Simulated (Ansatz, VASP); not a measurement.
Mo: VASP beside Ansatz

The input INCAR:

```
PREC = Accurate
ENCUT = 600
EDIFF = 1E-6
ISMEAR = -1
SIGMA = 0.08
LREAL = F
LASPH = T
NELM = 80
ALGO = Normal
ISIF = 3
LWAVE = F
LCHARG = F
GGA = PS
IBRION = 2
NSW = 60
EDIFFG = -0.005
```

Contents of KPOINTS:

```
Automatic mesh
0
Gamma
  12 12 12
```

The input POSCAR:

```
Mo
1.0
    0.0000000000      2.6774993382      2.6774993382
    2.6774993382      0.0000000000      2.6774993382
    2.6774993382      2.6774993382      0.0000000000
Mo
2
Direct
   -0.1250000000     -0.1250000000     -0.1250000000
    0.1250000000      0.1250000000      0.1250000000
```

Input for Ansatz:

```yaml
crystal:
  lattice:
    - [0.0, 2.6774993382, 2.6774993382]
    - [2.6774993382, 0.0, 2.6774993382]
    - [2.6774993382, 2.6774993382, 0.0]
  atoms:
    - { symbol: Mo, position: [-0.125, -0.125, -0.125] }
    - { symbol: Mo, position: [0.125, 0.125, 0.125] }
kpoints:
  mp_grid: { grid: [12, 12, 12] }
scf:
  occupations: { method: fermi_dirac, width: 0.08 }
hamiltonian:
  xc: pbesol
  pseudopotentials: { kind: paw }
output:
  forces: true
  stress: true
relax:
  f_tol: 0.005
  max_steps: 40
  cell: {}
```

Alike in both runs: task relaxation of cell and atoms; functional PBEsol; k mesh 12 × 12 × 12; occupations fermi-dirac, width 0.08 eV; no spin polarisation.

|  | VASP | Ansatz |
| --- | --- | --- |
| version | VASP 6.6.1 | Ansatz 0.2.0 |
| potentials or method | VASP PAW PBE potentials, release 64 (Mo_sv) | PAW with Ansatz's default frozen-core files, scalar-relativistic |
| plane-wave cutoff (eV) | 600 | 420 |
| valence electrons in the cell | 28 | 28 |

Ansatz gave:

* relaxed volume (Å³/atom): 22.09
* relaxed cell length with the largest relative difference (Å): 3.968

Task: What did VASP give for the same quantities?

Result: Relaxed volume (Å³/atom): 22.18; relaxed cell length with the largest relative difference (Å): 3.973.

VASP's potentials were made for PBE, not for PBEsol.

Noted on VASP's run: the volume moved by over 15 % at a fixed basis, so the end points are rough.
